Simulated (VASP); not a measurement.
A run of VASP 6.6.1 is set up as follows.

The input INCAR:

```
ALGO = Normal
EDIFF = 1E-7
ENCUT = 520
GGA = PE
ISIF = 2
ISMEAR = 0
ISPIN = 2
LASPH = True
LCHARG = False
LMAXMIX = 4
LORBIT = 11
LREAL = False
LWAVE = False
MAGMOM = 3 -3 0 0
NBANDS = 32
NELM = 150
PREC = Accurate
SIGMA = 0.05
```

Contents of KPOINTS:

```
k-points
0
Gamma
  12 12 6
```

The input POSCAR:

```
MoSe
1.0
    0.0000000000      2.6758016221      2.6758016221
    2.6758016221      0.0000000000      2.6758016221
    5.3516032442      5.3516032442      0.0000000000
Mo Se
2 2
Direct
    0.5000000000      0.5000000000      0.2500000000
    0.5000000000      0.5000000000      0.7500000000
    0.0000000000      0.0000000000      0.0000000000
    0.0000000000      0.0000000000      0.5000000000
```

Potentials or basis: VASP PAW PBE potentials, release 64 (Mo_sv, Se).

Run with:

```console
$ cat potpaw_PBE.64/Mo_sv/POTCAR potpaw_PBE.64/Se/POTCAR > POTCAR
$ mpirun -np 1 vasp_std > vasp.out
```

Problem. What does it give for the net moment?

Solution. 0.00 μB per cell.

Problem. What does it give for the pressure?

Solution. -2.9 GPa.

Problem. Predict the site moments.

Solution. Mo +1.75, -1.75; Se +0.00 μB.

Problem. Predict the band gap on the k mesh.

Solution. Zero (filled and empty bands overlap).

Stress tensor (GPa, compression positive):
```
-2.92 -2.47  2.47
-2.47 -2.92  2.47
 2.47  2.47 -2.92
```
